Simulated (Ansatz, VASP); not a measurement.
**One calculation of CdHgS2, two programs**

```
Cd S Hg
1.0
     4.09551    0.00000    0.00000
     0.00000    4.09551    0.00000
     0.00000    0.00000    5.76418
Cd S Hg
1 2 1
Direct
  0.00000 0.00000 0.00000
  0.00000 0.50000 0.24656
  0.50000 0.00000 0.75344
  0.50000 0.50000 0.50000
```

Alike in both runs: task single point; functional r2SCAN; k mesh 6 × 6 × 4; no spin polarisation.

|  | VASP | Ansatz |
| --- | --- | --- |
| version | VASP 6.6.1 | Ansatz 0.2.0 |
| potentials or method | VASP PAW PBE potentials, release 64 (Cd, S, Hg) | plane waves, PAW |
| plane-wave cutoff (eV) | 520 | 500 |
| occupations | gaussian, width 0.01 eV | fixed |
| valence electrons in the cell | 36 | 52 |

|  | VASP | Ansatz | Ansatz less VASP |
| --- | --- | --- | --- |
| gap on the k mesh at the Fermi level (eV) | 0.72 | 0.73 | +0.002 |
| pressure (GPa) | 4.6 | 4.2 | -0.37 |

VASP's potentials were made for PBE, not for r2SCAN. VASP's potentials hold 36 valence electrons a cell and Ansatz's 52, so a difference there can come from the potentials and not from the codes.

Spin-orbit coupling is off throughout.
